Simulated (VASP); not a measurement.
Here is a VASP 6.6.1 calculation.

The input INCAR:

```
ALGO = Fast
EDIFF = 1E-7
ENCUT = 520
GGA = CA
ISIF = 2
ISMEAR = 0
LASPH = T
LCHARG = T
LELF = T
LREAL = F
LVHAR = T
LWAVE = F
NBANDS = 11
NELM = 60
PREC = Accurate
SIGMA = 0.1
```

Contents of KPOINTS:

```
k-points
0
Gamma
  14 14 14
```

The input POSCAR:

```
Ca
1.0
    0.0000000000      2.6693801190      2.6693801190
    2.6693801190      0.0000000000      2.6693801190
    2.6693801190      2.6693801190      0.0000000000
Ca
1
Direct
    0.0000000000      0.0000000000      0.0000000000
```

Potentials or basis: VASP PAW LDA potentials, release 64 (Ca_sv).

Command:

```console
$ cat potpaw_LDA.64/Ca_sv/POTCAR > POTCAR
$ mpirun -np 1 vasp_std > vasp.out
```

Q: Estimate the pressure.

A: 0.0 GPa.

Q: Estimate the band gap on the k mesh.

A: Zero (bands 5 and 6 overlap by 0.10 eV).
